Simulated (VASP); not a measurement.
# Si16C16O (a cell with a defect) in VASP: a series of runs

Si16C16O (a cell with a defect) is run at these levels: PBE; tasks: single point.

Program: VASP 6.6.1. These are calculated values, not measurements. Logs are shortened: lines on timing, memory, paths and dates and some standing lists are left out, and cuts for length are marked.

## 1. The cell of the first run

The cell holds a defect, 33 atoms: a = 6.188 Å, b = 6.188 Å, c = 10.129 Å, α = 90.00°, β = 90.00°, γ = 120.00°.

## 2. Single point, PBE

File INCAR:

```
SYSTEM = Si16C16O
ALGO = Normal
EDIFF = 1E-6
ENCUT = 520
GGA = PE
GGA_COMPAT = .FALSE.
ISIF = 2
ISMEAR = -1
LASPH = .TRUE.
LCHARG = .FALSE.
LREAL = Auto
LWAVE = .FALSE.
NBANDS = 89
NELECT = 136.0
NELM = 120
PREC = Accurate
SIGMA = 0.01
```

File KPOINTS:

```
k-points
0
G
  1 1 1
  0 0 0
```

File POSCAR:

```
Si16C16O
1.0
    6.1879230300      0.0000000600      0.0000000000
   -3.0939615600      5.3588985100      0.0000000000
    0.0000000000      0.0000000000     10.1287833600
Si C O
16 16 1
Direct
    0.3310231992      0.1548532742      0.9408103285
    0.1694739365      0.3331944030      0.4379981131
   -0.0046513170      0.0006755120      0.6873787061
    0.0032939895     -0.0036658653      0.1953313572
    0.3304120944      0.6709031667      0.9374726127
    0.1662719874      0.8305863568      0.4304022354
    0.0010718641      0.5155482969      0.6806318938
   -0.0024962567      0.4885388285      0.1867779113
    0.8423554705      0.1551831870      0.9967790445
    0.6638232692      0.3350016719      0.4361193090
    0.4803715586     -0.0013202394      0.6795151753
    0.5094234417      0.0019602852      0.1877176096
    0.8467854453      0.6689673153      0.9401602998
    0.6651163067      0.8299645817      0.4380923989
    0.4996651245      0.5000270046      0.6938625055
    0.5005026179      0.5006816167      0.1886220617
    0.3240487892      0.1649516181      0.7510553568
    0.1726696266      0.3326532470      0.2518991580
    0.0021307697     -0.0041493602      0.4959332055
    0.0161062265     -0.0158702392      0.0167141496
    0.3323188262      0.6688277401      0.7477745086
    0.1710213869      0.8265187298      0.2486880122
   -0.0001478783      0.5021839833      0.4938408516
    0.0049269327      0.4999501287      0.0006633571
    0.8176464263      0.1771531872      0.7089264075
    0.6643142158      0.3357650750      0.2491228127
    0.4939659178     -0.0012349608      0.4929873433
    0.4974106078     -0.0046052430      0.0023572426
    0.8348695188      0.6710882737      0.7502830034
    0.6671457211      0.8284250862      0.2521526929
    0.5001165734      0.4993684738      0.5051087399
    0.5011104939      0.5014668527     -0.0046292825
   -0.1233834977      0.0986952834      0.8296407082
```

Potentials or basis: VASP PAW PBE potentials, release 64 (Si, C, O).

The run is started by

```
$ cat potpaw_PBE.64/Si/POTCAR potpaw_PBE.64/C/POTCAR potpaw_PBE.64/O/POTCAR > POTCAR
$ mpirun -np 1 vasp_gam > vasp.out
```

OUTCAR:

```text
SYSTEM = Si16C16O
   EDIFF = 1E-6
   ENCUT = 520
   GGA = PE
   ISIF = 2
   ISMEAR = -1
   LASPH = .TRUE.
   LREAL = Auto
   NELECT = 136.0
   NELM = 120
   PREC = Accurate

 ion  position               nearest neighbor table
   1  0.331  0.155  0.941-  28 1.85  20 1.86  17 1.92  32 1.94   5 2.99  13 3.00  12 3.07   9 3.08
                            15 3.11  11 3.11   4 3.12  16 3.12   3 3.14
   2  0.169  0.333  0.438-  18 1.89  31 1.90  19 1.90  23 1.90   4 3.05  10 3.05  14 3.07  16 3.09
                             6 3.09   8 3.09   3 3.09   7 3.09   6 3.10  14 3.12  10 3.13  15 3.14
   3  0.995  0.001  0.687-  33 1.85  17 1.88  29 1.88  25 1.91  19 1.94  11 3.01   7 3.02  15 3.08
                            14 3.08   2 3.09  15 3.11  13 3.12   1 3.14
   4  0.003  0.996  0.195-  20 1.81  22 1.89  30 1.89  18 1.89   9 2.64   6 2.96   2 3.05  14 3.05
                             8 3.07  12 3.07  16 3.09  16 3.10  12 3.12   1 3.12  13 3.12   8 3.13
   5  0.330  0.671  0.937-  24 1.86  28 1.86  32 1.91  21 1.92  13 2.99   1 2.99  15 3.07   8 3.09
                            12 3.09  16 3.13   9 3.14   7 3.14
   6  0.166  0.831  0.430-  22 1.84  27 1.87  23 1.87  19 1.89   4 2.96  11 3.03   7 3.05  12 3.07
                             8 3.07  10 3.09   2 3.09  14 3.09  14 3.10  10 3.10   2 3.10
   7  0.001  0.516  0.681-  25 1.84  29 1.86  23 1.89  21 1.90  11 2.98   3 3.02   6 3.05  15 3.06
                            10 3.07   2 3.09  13 3.10  15 3.14   5 3.14
   8  0.998  0.489  0.187-  24 1.89  18 1.89  26 1.90  22 1.92   9 2.63  12 3.02   4 3.07  13 3.07
                             6 3.07  16 3.08   2 3.09   5 3.09  10 3.10  16 3.11   4 3.13
   9  0.842  0.155  0.997-  33 1.76  24 1.85  28 1.85  20 1.86   8 2.63  12 2.63   4 2.64  13 3.08
                             1 3.08   5 3.14
  10  0.664  0.335  0.436-  27 1.89  31 1.89  23 1.89  26 1.89   2 3.05  11 3.06  14 3.06  16 3.06
                             7 3.07  12 3.09   6 3.09   8 3.10   6 3.10  14 3.13   2 3.13
  11  0.480  0.999  0.680-  25 1.83  17 1.87  27 1.89  21 1.90   7 2.98   3 3.01   6 3.03  15 3.05
                            10 3.06  14 3.09   1 3.11
  12  0.509  0.002  0.188-  28 1.88  30 1.89  26 1.90  22 1.92   9 2.63   8 3.02   1 3.07   6 3.07
                             4 3.07  16 3.07  14 3.09  10 3.09   5 3.09  16 3.11   4 3.12
  13  0.847  0.669  0.940-  24 1.86  20 1.86  29 1.92  32 1.94   5 2.99   1 3.00   8 3.07   9 3.08
                             7 3.10  15 3.11   3 3.12   4 3.12  16 3.13
  14  0.665  0.830  0.438-  30 1.88  31 1.90  19 1.90  27 1.90   4 3.05  10 3.06   2 3.07  16 3.08
                             3 3.08  12 3.09   6 3.09  11 3.09   6 3.10   2 3.12  10 3.13  15 3.14
  15  0.500  0.500  0.694-  21 1.88  29 1.89  17 1.89  31 1.91  11 3.05   7 3.06   5 3.07   3 3.08
                             3 3.11   1 3.11  13 3.11  14 3.14   7 3.14   2 3.14
  16  0.501  0.501  0.189-  26 1.87  18 1.87  30 1.87  32 1.96  10 3.06  12 3.07   8 3.08  14 3.08
                             2 3.09   4 3.09   4 3.10   8 3.11  12 3.11   1 3.12  13 3.13   5 3.13
  17  0.324  0.165  0.751-  11 1.87   3 1.88  15 1.89   1 1.92
  18  0.173  0.333  0.252-  16 1.87   2 1.89   4 1.89   8 1.89
  19  0.002  0.996  0.496-   6 1.89  14 1.90   2 1.90   3 1.94
  20  0.016  0.984  0.017-   4 1.81   1 1.86   9 1.86  13 1.86
  21  0.332  0.669  0.748-  15 1.88  11 1.90   7 1.90   5 1.92
  22  0.171  0.827  0.249-   6 1.84   4 1.89  12 1.92   8 1.92
[... 8 lines left out ...]
  31  0.500  0.499  0.505-  10 1.89  14 1.90   2 1.90  15 1.91
  32  0.501  0.501  0.995-   5 1.91  13 1.94   1 1.94  16 1.96
  33  0.877  0.099  0.830-  25 1.43   9 1.76   3 1.85

  LATTYP: Found a hexagonal cell.
 ALAT       =     6.1879230300
 C/A-ratio  =     1.6368631786

  Lattice vectors:

 A1 = (   6.1879230300,   0.0000000600,   0.0000000000)
 A2 = (  -3.0939615600,   5.3588985100,   0.0000000000)
 A3 = (   0.0000000000,   0.0000000000,  10.1287833600)

Analysis of symmetry for initial positions (statically):
=====================================================================
 Subroutine PRICEL returns:
 Original cell was already a primitive cell.

 Routine SETGRP: Setting up the symmetry group for a
 hexagonal supercell.

 Subroutine GETGRP returns: Found  1 space group operations
 (whereof  1 operations were pure point group operations)
 out of a pool of 24 trial point group operations.

The static configuration has the point symmetry C_1 .

Analysis of symmetry for dynamics (positions and initial velocities):
=====================================================================
 Subroutine PRICEL returns:
 Original cell was already a primitive cell.

 Routine SETGRP: Setting up the symmetry group for a
 hexagonal supercell.

 Subroutine GETGRP returns: Found  1 space group operations
 (whereof  1 operations were pure point group operations)
 out of a pool of 24 trial point group operations.

The dynamic configuration has the point symmetry C_1 .

 Subroutine INISYM returns: Found  1 space group operations
 (whereof  1 operations are pure point group operations),
 and found     1 'primitive' translations

----------------------------------------------------------------------------------------

                                     Primitive cell

  volume of cell :     335.8750

  direct lattice vectors                    reciprocal lattice vectors
     6.187923030  0.000000060  0.000000000     0.161605112  0.093302757  0.000000000
    -3.093961560  5.358898510  0.000000000    -0.000000002  0.186605511  0.000000000
     0.000000000  0.000000000 10.128783360     0.000000000  0.000000000  0.098728541

  length of vectors
     6.187923030  6.187923026 10.128783360     0.186605511  0.186605511  0.098728541

  position of ions in fractional coordinates (direct lattice)
     0.331023199  0.154853274  0.940810328
     0.169473936  0.333194403  0.437998113
     0.995348683  0.000675512  0.687378706
     0.003293990  0.996334135  0.195331357
     0.330412094  0.670903167  0.937472613
     0.166271987  0.830586357  0.430402235
[... 25 lines left out ...]
     0.501110494  0.501466853  0.995370718
     0.876616502  0.098695283  0.829640708

  ion indices of the primitive-cell ions
   primitive index   ion index
                 1           1
                 2           2
                 3           3
                 4           4
                 5           5
                 6           6
[... 25 lines left out ...]
                32          32
                33          33

----------------------------------------------------------------------------------------

 KPOINTS: k-points

Automatic generation of k-mesh.
 Grid dimensions read from file:
 generate k-points for:    1    1    1

 Generating k-lattice:

  Cartesian coordinates                     Fractional coordinates (reciprocal lattice)
     0.161605112  0.093302757  0.000000000     1.000000000  0.000000000  0.000000000
    -0.000000002  0.186605511  0.000000000     0.000000000  1.000000000  0.000000000
     0.000000000  0.000000000  0.098728541     0.000000000  0.000000000  1.000000000

  Length of vectors
     0.186605511  0.186605511  0.098728541

  Shift w.r.t. Gamma in fractional coordinates (k-lattice)
     0.000000000  0.000000000  0.000000000

 Subroutine IBZKPT returns following result:
 ===========================================

 Found      1 irreducible k-points:

 Following reciprocal coordinates:
            Coordinates               Weight
  0.000000  0.000000  0.000000      1.000000
   k-points           NKPTS =      1   k-points in BZ     NKDIM =      1   number of bands    NBANDS=     89
   number of dos      NEDOS =    301   number of ions     NIONS =     33
   total plane-waves  NPLWV = 184320
   dimension x,y,z NGX =    48 NGY =   48 NGZ =   80
   dimension x,y,z NGXF=    96 NGYF=   96 NGZF=  160
   ions per type =              16  16   1
   NGX,Y,Z   is equivalent  to a cutoff of  12.90, 12.90, 13.13 a.u.
   NGXF,Y,Z  is equivalent  to a cutoff of  25.79, 25.79, 26.26 a.u.
 SYSTEM =  Si16C16O
   PREC   = accura    normal or accurate (medium, high low for compatibility)
   ISTART =      0    job   : 0-new  1-cont  2-samecut
   ICHARG =      2    charge: 1-file 2-atom 10-const
   ISPIN  =      1    spin polarized calculation?
   LNONCOLLINEAR =      F non collinear calculations
   LSORBIT =      F    spin-orbit coupling
   LASPH  =      T    aspherical Exc in radial PAW
   ENCUT  =  520.0 eV  38.22 Ry    6.18 a.u.  11.51 11.51 18.83*2*pi/ulx,y,z
   NELM   =    120;   NELMIN=  2; NELMDL= -5     # of ELM steps
   EDIFF  = 0.1E-05   stopping-criterion for ELM
   LREAL  =      T    real-space projection
   EDIFFG = 0.1E-04   stopping-criterion for IOM
   NSW    =      0    number of steps for IOM
   IBRION =     -1    ionic relax: 0-MD 1-quasi-New 2-CG
   NFREE  =      0    steps in history (QN), initial steepest desc. (CG)
   ISIF   =      2    stress and relaxation
   ISYM   =      2    0-nonsym 1-usesym 2-fastsym
   POTIM  = 0.5000    time-step for ionic-motion
   TEBEG  =    0.0;   TEEND  =   0.0 temperature during run
   PSTRESS=    0.0 pullay stress
   NELECT =     136.0000    total number of electrons
   NUPDOWN=      -1.0000    fix difference up-down
   EMIN   =  10.00;   EMAX   =-10.00  energy-range for DOS
   EFERMI =   0.00;   METHOD = LEGACY
   ISMEAR =    -1;   SIGMA  =   0.01  broadening in eV -4-tet -1-fermi 0-gaus
   EFERMI_NEDOS =   21; number of points for ismear=-14 and -15
   IALGO  =     38    algorithm
   IMIX   =      4    mixing-type and parameters
     AMIX     =   0.40;   BMIX     =  1.00
     AMIX_MAG =   1.60;   BMIX_MAG =  1.00
  volume/ion in A,a.u.               =      10.18        68.68
  Fermi-wavevector in a.u.,A,eV,Ry     =   1.211142  2.288727 19.957924  1.466866
  Thomas-Fermi vector in A             =   2.346667
   LORBIT       =      0    0 simple, 1 ext, 2 COOP (PROOUT), +10 PAW based schemes
   GGA     = PE    functional components
   LHFCALC =     F    Hartree Fock is set to
   AEXX    =    0.0000 exact exchange contribution
   IVDW    =     0    specifies the selected vdW correction
   LEPSILON=     F    determine dielectric tensor
   LRPA    =     F    only Hartree local field effects (RPA)
 non-spin polarized calculation
  energy-cutoff  :      520.00
  volume of cell :      335.88
 maximum number of plane-waves:      4519
 NGX is ok and might be reduce to    48
   NGX = 23   NGY = 23   NGZ = 37

 number of electron     136.0000002 magnetization

 Free energy of the ion-electron system (eV)
  ---------------------------------------------------
  ext. energy  EPLUGINS =         0.00000000
  ---------------------------------------------------
  free energy    TOTEN  =      -207.03354139 eV

  energy without entropy =     -207.03354139  energy(sigma->0) =     -207.03354139

 E-fermi :   9.7966     XC(G=0): -11.4121

 val. band max:        9.5605923740   @ k =   0.0000   0.0000   0.0000
 cond. band min:      10.0312837360   @ k =   0.0000   0.0000   0.0000
 fundamental gap:      0.4706913620
 Fermi energy:         9.7966353607

 k-point     1 :       0.0000    0.0000    0.0000
  band No.  band energies     occupation
      1     -13.4790      2.00000
      2      -7.1088      2.00000
      3      -6.2521      2.00000
      4      -5.6349      2.00000
      5      -4.0982      2.00000
      6      -3.9331      2.00000
[... 72 lines left out ...]
     79      12.8768      0.00000
     80      12.9973      0.00000
 [bands above 80 left out]

------------------------ aborting loop because EDIFF is reached ----------------------------------------

  FORCE on cell =-STRESS in cart. coord.  units (eV):
  Direction    XX          YY          ZZ          XY          YZ          ZX
  --------------------------------------------------------------------------------------
  -------------------------------------------------------------------------------------
  Total       48.8703984     45.1991902     32.6057660     -2.5205941     -1.4039373      3.1105564
  in kB      233.1195746    215.6073275    155.5346907    -12.0236351     -6.6970042     14.8378487
  external PRESSURE =     201.4205309 kB  Pullay stress =       0.0000000 kB

 VOLUME and BASIS-vectors are now :
 -----------------------------------------------------------------------------
  energy-cutoff  :      520.00
  volume of cell :      335.88
      direct lattice vectors                 reciprocal lattice vectors
     6.187923030  0.000000060  0.000000000     0.161605112  0.093302757  0.000000000
    -3.093961560  5.358898510  0.000000000    -0.000000002  0.186605511  0.000000000
     0.000000000  0.000000000 10.128783360     0.000000000  0.000000000  0.098728541

 POSITION                                       TOTAL-FORCE (eV/Angst)
 -----------------------------------------------------------------------------------
      1.56924      0.82984      9.52926        -0.010830     -0.012514     -0.004813
      0.01780      1.78555      4.43639        -0.005157     -0.005063      0.001634
      6.15705      0.00362      6.96231         0.025412     -0.010095     -0.012650
     -3.06224      5.33925      1.97847        -0.002864     -0.007967      0.006456
     -0.03118      3.59530      9.49546        -0.008221     -0.005832      0.005409
     -1.54092      4.45103      4.35945        -0.005429     -0.006443      0.014779
[... 25 lines left out ...]
      1.54931      2.68731     10.08189        -0.001527     -0.017055      0.004427
      5.11908      0.52890      8.40325         0.093944      0.086931      0.190505
 -----------------------------------------------------------------------------------
    total drift:                               -0.023819     -0.006766     -0.004903

  FREE ENERGIE OF THE ION-ELECTRON SYSTEM (eV)
  ---------------------------------------------------
  free  energy   TOTEN  =      -207.0335413878 eV

  energy  without entropy=     -207.0335413877  energy(sigma->0) =     -207.03354139
```

Wall time 39 s (1 thread of Intel Xeon 6975P-C (Granite Rapids), shared host); peak memory 0.4 GiB.

Results:

| Item | Value |
| --- | --- |
| Free energy | -207.0335 eV |
| Largest force | 0.230 eV/Å |

Forces in eV/Å, atoms in the order of the input:
```
Si  -0.011 -0.013 -0.005
Si  -0.005 -0.005  0.002
Si   0.025 -0.010 -0.013
Si  -0.003 -0.008  0.006
Si  -0.008 -0.006  0.005
Si  -0.005 -0.006  0.015
Si  -0.016 -0.009  0.015
Si  -0.001 -0.001  0.010
Si   0.004 -0.004 -0.017
Si   0.008  0.000  0.001
Si   0.006 -0.008 -0.002
Si  -0.008 -0.010  0.005
Si   0.002 -0.013  0.014
Si   0.001 -0.001  0.000
Si   0.003 -0.006  0.000
Si  -0.005 -0.006  0.005
C    0.020 -0.005 -0.017
C   -0.007 -0.014 -0.010
C    0.007  0.000 -0.003
C   -0.009 -0.024 -0.014
C    0.007  0.011  0.004
C   -0.007  0.002 -0.006
C   -0.006  0.008 -0.005
C   -0.013  0.006 -0.005
C   -0.056  0.070 -0.140
C    0.003 -0.009 -0.009
C   -0.006 -0.013 -0.003
C    0.016  0.006 -0.015
C   -0.019 -0.003  0.016
C   -0.006  0.006 -0.018
C   -0.003 -0.004 -0.013
C   -0.002 -0.017  0.004
O    0.094  0.087  0.191
```

Caveat: the k points lie up to 1.17 Å⁻¹ apart; the cell carries a net charge on a neutralising background, which shifts energy and pressure; the cell is charged against a uniform background, so pressure and absolute levels hang on convention.

## 3. Single point, PBE

File INCAR:

```
ALGO = Normal
EDIFF = 1E-6
ENCUT = 520
GGA = PE
GGA_COMPAT = False
ISIF = 2
ISMEAR = -1
LASPH = True
LCHARG = False
LREAL = Auto
LWAVE = False
NBANDS = 89
NELM = 120
PREC = Accurate
SIGMA = 0.01
```

File KPOINTS:

```
k-points
0
Gamma
  1 1 1
```

File POSCAR:

```
Si16C16O
1.0
    6.1879230300      0.0000000600      0.0000000000
   -3.0939615600      5.3588985100      0.0000000000
    0.0000000000      0.0000000000     10.1287833600
Si C O
16 16 1
Direct
    0.3283724876      0.1493530767      0.9388478025
    0.1591215841      0.3320423007      0.4392912596
   -0.0072529374     -0.0009423578      0.6886357178
   -0.0055699449     -0.0026233002      0.1868772322
    0.2948646877      0.6972953444      0.9193527662
    0.1595131763      0.8323824350      0.4362208019
   -0.0172816014      0.5010219910      0.6812656323
   -0.0002622379      0.4973647094      0.1876956918
    0.8286991580      0.1632391337      0.9329491672
    0.6598523085      0.3320620753      0.4370331404
    0.4908804718      0.0092472306      0.6812729382
    0.4945327119     -0.0078167238      0.1877052685
    0.8423786898      0.6633012256      0.9388108781
    0.6597975432      0.8327435110      0.4392711189
    0.4855733468      0.5063480799      0.6956387307
    0.5009509359      0.4908547839      0.1986745030
    0.3269939419      0.1711984242      0.7513308094
    0.1645443430      0.3303285156      0.2489848889
   -0.0058197327     -0.0023607463      0.4997014765
   -0.0076200535     -0.0007884082     -0.0023699786
    0.3091801689      0.6828388287      0.7339277321
    0.1609341168      0.8309450127      0.2454153586
   -0.0105657163      0.4983824560      0.4947944706
    0.0020927992      0.4951386922     -0.0020820862
    0.8255291279      0.1663393977      0.7432285530
    0.6673178000      0.3246036395      0.2501914504
    0.4935073094      0.0025337241      0.4948039485
    0.4968535915     -0.0100001949     -0.0020105080
    0.8207147733      0.6647483516      0.7512516291
    0.6614639167      0.8272862328      0.2490201350
    0.4915453914      0.5003061666      0.5016061475
    0.5382073737      0.4535120348      0.0180442205
    0.4449314819      0.5474572746      0.9231784971
```

Potentials or basis: VASP PAW PBE potentials, release 64 (Si, C, O).

The run is started by

```
$ cat potpaw_PBE.64/Si/POTCAR potpaw_PBE.64/C/POTCAR potpaw_PBE.64/O/POTCAR > POTCAR
$ mpirun -np 1 vasp_gam > vasp.out
```

Run time: 47 s. Hardware: 1 thread of Intel Xeon 6975P-C (Granite Rapids), shared host; peak memory 0.4 GiB.

Results (log left out):

| Quantity | Value |
| --- | --- |
| Free energy | -227.1629 eV |
| Pressure | 9.3 GPa |
| Largest force | 0.161 eV/Å |
| Band gap on the k mesh | 1.53 eV |

Forces in eV/Å, atoms in the order of the input:
```
Si  -0.005  0.000 -0.003
Si  -0.004 -0.003  0.003
Si   0.001 -0.002  0.001
Si   0.002 -0.001  0.001
Si  -0.038  0.008 -0.006
Si   0.001 -0.003  0.003
Si   0.003  0.000  0.003
Si  -0.003 -0.002 -0.002
Si  -0.002  0.001  0.003
Si   0.005 -0.003  0.001
Si  -0.006 -0.003  0.004
Si  -0.001  0.001  0.003
Si  -0.003  0.002 -0.006
Si  -0.002  0.003  0.011
Si  -0.008 -0.003  0.012
Si   0.001  0.001 -0.003
C    0.004 -0.007 -0.006
C    0.003  0.008 -0.004
C    0.007  0.002 -0.003
C    0.005  0.002  0.001
C   -0.002  0.010  0.003
C    0.003  0.000  0.001
C   -0.001 -0.004 -0.004
C    0.005  0.009  0.007
C   -0.001  0.002 -0.005
C   -0.006  0.006 -0.003
C    0.003  0.001 -0.004
C    0.003 -0.007 -0.002
C   -0.007  0.002  0.001
C    0.006  0.002 -0.006
C    0.001 -0.002 -0.012
C    0.106 -0.066  0.101
O   -0.069  0.046 -0.091
```

Stress tensor (GPa, compression positive):
```
18.55 -4.72  2.67
-4.72 13.10 -1.55
 2.67 -1.55 -3.70
```

Levels at points of the mesh, in eV from the valence-band top:
```
           k point  band 65  band 66  band 67  band 68  band 69  band 70
(0.00, 0.00, 0.00)    -0.14    -0.08     0.00     1.53     2.06     2.13
```

Caveat: the k points lie up to 1.17 Å⁻¹ apart.
